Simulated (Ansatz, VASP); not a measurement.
**Pb in VASP and in Ansatz**

INCAR

```
ALGO = Normal
EDIFF = 1E-7
ENCUT = 520
GGA = RP
ISIF = 2
ISMEAR = -1
LASPH = T
LCHARG = F
LREAL = F
LWAVE = F
NBANDS = 21
NELM = 100
PREC = Accurate
SIGMA = 0.1
```

KPOINTS

```
k-points
0
Gamma
  11 11 6
```

The input POSCAR:

```
Pb
1.0
    3.7412495705      0.0000000000      0.0000000000
   -1.8706247853      3.2400171699      0.0000000000
    0.0000000000      0.0000000000      6.1332910773
Pb
2
Direct
    0.3333333333      0.6666666667      0.2500000000
    0.6666666667      0.3333333333      0.7500000000
```

Input for Ansatz:

```yaml
crystal:
  lattice:
    - [3.7412495705, 0.0, 0.0]
    - [-1.8706247853, 3.2400171699, 0.0]
    - [0.0, 0.0, 6.1332910773]
  atoms:
    - { symbol: Pb, position: [0.3333333333, 0.6666666667, 0.25] }
    - { symbol: Pb, position: [0.6666666667, 0.3333333333, 0.75] }
hamiltonian:
  xc: rpbe
  pseudopotentials:
    kind: paw
    azcp:
      Pb: "pseudopotentials/Pb.paw.azcp"
basis:
  ecutwfc: 420
  fft_grid_basis: typed
kpoints:
  mp_grid: { grid: [11, 11, 6], shift: [0, 0, 0] }
magnetization:
  spin_polarized: false
scf:
  occupations: { method: fermi_dirac, width: 0.1 }
  lower_state_search: "off"
output:
  stress: true
```

Alike in both runs: task single point; functional RPBE; k mesh 11 × 11 × 6; occupations fermi-dirac, width 0.1 eV; no spin polarisation.

|  | VASP | Ansatz |
| --- | --- | --- |
| version | VASP 6.6.1 | Ansatz 0.2.0 |
| potentials or method | VASP PAW PBE potentials, release 64 (Pb_d), cutoff 520 eV | plane waves (420 eV) with PAW, scalar-relativistic |
| valence electrons in the cell | 28 | 28 |

|  | VASP | Ansatz | Ansatz less VASP |
| --- | --- | --- | --- |
| pressure (GPa) | -3.1 | -3.1 | +0.05 |

VASP's potentials were made for PBE, not for RPBE.

Spin-orbit coupling is off throughout.
